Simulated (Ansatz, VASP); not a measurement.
**Rh: VASP beside Ansatz**

```xyz
1
Lattice="2.4496 0.0000 0.0000 0.0000 2.4496 0.0000 0.0000 0.0000 2.4496" Properties=species:S:1:pos:R:3 pbc="T T T"
Rh    0.0000    0.0000    0.0000
```

Change from the starting cell: volume scaled by 0.9, LAPW.

Alike in both runs: task single point; functional PBE; k mesh 15 × 15 × 15; occupations fermi-dirac, width 0.1 eV; no spin polarisation.

```csv
,VASP,Ansatz
version,VASP 6.6.1,Ansatz 0.2.0
potentials or method,"VASP PAW PBE potentials, release 64 (Rh_pv), cutoff 520 eV","all-electron LAPW, scalar-relativistic"
```

Ansatz gave:

| Item | Value |
| --- | --- |
| pressure (GPa) | 25.0 |

Problem. What did VASP give for the same quantities?

Solution. Pressure (GPa): 25.2.

Ansatz ran all-electron here, and VASP with PAW potentials.
